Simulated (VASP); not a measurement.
Crystal: ZrGa2S2.

```
CELL_PARAMETERS angstrom
4.46871 0.00000 0.00000
0.00000 4.46871 0.00000
0.00000 0.00000 5.80658
ATOMIC_POSITIONS crystal
Zr 0.00000 0.00000 0.00000
Ga 0.50000 0.50000 0.21312
Ga 0.50000 0.50000 0.78688
S 0.50000 0.00000 0.00000
S 0.00000 0.50000 0.00000
```

The cell was built from a structure type or drawn by symmetry, and may not be a known phase.

```yaml
Program: VASP 6.6.1
Task: relaxation of cell and atoms
Functional: PBE
Potentials_or_basis: VASP PAW PBE potentials, release 64 (Zr_sv, Ga_d, S)
Cutoff: 600 eV
k_mesh: 4 × 4 × 4
Occupations: gaussian, width 0.1 eV
Spin: no spin polarisation
```

At the start: pressure 28.5 GPa; volume 23.19 Å³/atom.

Problem. Where does the relaxation end?

Solution. Over 18 steps the energy falls by 731.3 meV/atom and the volume is 27.74 Å³/atom (+19.6 %); space group P4/mmm (No. 123, to 0.1 Å) before and after.

Step by step:
| step | energy change (eV) | largest force (eV/Å) | pressure (GPa) | volume (Å³) |
| --- | --- | --- | --- | --- |
| 1 | 0.0000 | 3.2395 | 28.52 | 115.95 |
| 2 | -1.8289 | 0.2888 | -7.39 | 197.61 |
| 3 | -3.4800 | 0.7236 | -0.75 | 154.63 |
| 4 | -3.4818 | 0.7521 | -0.46 | 153.79 |
| 5 | -3.4816 | 0.7808 | -0.17 | 152.97 |
| 6 | -3.5284 | 0.5963 | -0.14 | 152.09 |
| 7 | -3.5945 | 0.1110 | 0.12 | 149.46 |
| 8 | -3.5951 | 0.0545 | 0.19 | 149.17 |
| 9 | -3.6057 | 0.1027 | -0.74 | 149.92 |
| 10 | -3.6058 | 0.0876 | -0.65 | 149.86 |
| 11 | -3.6193 | 0.1309 | -0.51 | 147.25 |
| 12 | -3.6389 | 0.4011 | 0.10 | 139.44 |
| 13 | -3.6394 | 0.3129 | -0.11 | 141.29 |
| 14 | -3.6525 | 0.1055 | 0.22 | 139.21 |
| 15 | -3.6542 | 0.0180 | 0.41 | 138.15 |
| 16 | -3.6516 | 0.0899 | -0.56 | 139.51 |
| 17 | -3.6561 | 0.0426 | 0.01 | 138.69 |
| 18 | -3.6563 | 0.0077 | -0.03 | 138.71 |

Final structure:
```
CELL_PARAMETERS angstrom
5.06627 0.00000 0.00000
0.00000 5.06627 0.00000
0.00000 0.00000 5.40405
ATOMIC_POSITIONS crystal
Zr 0.00000 0.00000 0.00000
Ga 0.50000 0.50000 0.25103
Ga 0.50000 0.50000 0.74897
S 0.50000 0.00000 0.00000
S 0.00000 0.50000 0.00000
```

Caveat: the volume moved by over 15 % at a fixed basis, so the end points are rough.
